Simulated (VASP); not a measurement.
A run of VASP 6.6.1 is set up as follows.

File INCAR:

```
SYSTEM = Cs
  ALGO = Normal
  EDIFF = 1E-8
  ENCUT = 520
  ISIF = 2
  ISMEAR = -1
  LASPH = .True.
  LCHARG = .False.
  LEFG = .True.
  LREAL = .False.
  LWAVE = .False.
  NBANDS = 10
  NELM = 80
  PREC = Accurate
  SIGMA = 0.05
```

KPOINTS

```
k-points
0
Gamma
  9 9 9
  0 0 0
```

The input POSCAR:

```
Cs
1.0
   -3.0123912288      3.0123912288      3.0123912288
    3.0123912288     -3.0123912288      3.0123912288
    3.0123912288      3.0123912288     -3.0123912288
Cs
1
Direct
    0.0000000000      0.0000000000      0.0000000000
```

Potentials or basis: VASP PAW LDA potentials, release 64 (Cs_sv).

Run with:

```bash
$ cat potpaw_LDA.64/Cs_sv/POTCAR > POTCAR
$ mpirun -np 1 vasp_std > vasp.out
```

Problem. Predict the pressure.

Solution. -0.3 GPa.

Caveat: without QUAD_EFG the Cq values of the log hold for a quadrupole moment of 1 mb, not for the nuclei.
